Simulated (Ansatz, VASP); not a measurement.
## Two plane-wave programs on SrTl

Contents of INCAR:

```
PREC = Accurate
ENCUT = 520
EDIFF = 1E-8
ISMEAR = -1
SIGMA = 0.05
LREAL = F
LASPH = T
NELM = 80
ALGO = Normal
ISIF = 2
LWAVE = F
LCHARG = F
GGA = CA
LEFG = T
NBANDS = 18
```

The input KPOINTS:

```
Automatic mesh
0
Gamma
  8 8 8
```

The input POSCAR:

```
SrTl
1.0
    4.0320000000      0.0000000000      0.0000000000
    0.0000000000      4.0320000000      0.0000000000
    0.0000000000      0.0000000000      4.1126400000
Sr Tl
1 1
Direct
    0.0000000000      0.0000000000      0.0000000000
    0.5000000000      0.5000000000      0.5000000000
```

Input for Ansatz:

```yaml
crystal:
  lattice:
    - [4.032, 0.0, 0.0]
    - [0.0, 4.032, 0.0]
    - [0.0, 0.0, 4.11264]
  atoms:
    - { symbol: Sr, position: [0.0, 0.0, 0.0] }
    - { symbol: Tl, position: [0.5, 0.5, 0.5] }
kpoints:
  mp_grid: { grid: [8, 8, 8] }
scf:
  occupations: { method: fermi_dirac, width: 0.05 }
hamiltonian:
  xc: lda
  pseudopotentials: { kind: paw }
output:
  forces: true
  stress: true
  eigenvalues: true
  efg: { contact_densities: true }
```

Change from the starting cell: zz strain of +2 %, PAW files.

Alike in both runs: task electric field gradients; functional LDA; k mesh 8 × 8 × 8; occupations fermi-dirac, width 0.05 eV; no spin polarisation.

|  | VASP | Ansatz |
| --- | --- | --- |
| version | VASP 6.6.1 | Ansatz 0.2.0 |
| potentials or method | VASP PAW LDA potentials, release 64 (Sr_sv, Tl_d) | PAW with Ansatz's default frozen-core files, scalar-relativistic |
| plane-wave cutoff (eV) | 520 | 420 |
| valence electrons in the cell | 23 | 23 |

Ansatz gave:

- pressure (GPa): -2.3
- traceless stress, the component that is largest in VASP (GPa): -0.23
- size of Vzz on the site where it differs most (V/Å²): 1.7

Question: Estimate VASP's values.

Answer: Pressure (GPa): -2.3; traceless stress, the component that is largest in VASP (GPa): -0.23; size of Vzz on the site where it differs most (V/Å²): 1.6.

LDA's correlation is that of Perdew and Zunger in VASP and of Perdew and Wang (1992) in Ansatz.

Neither program's run includes spin-orbit coupling.
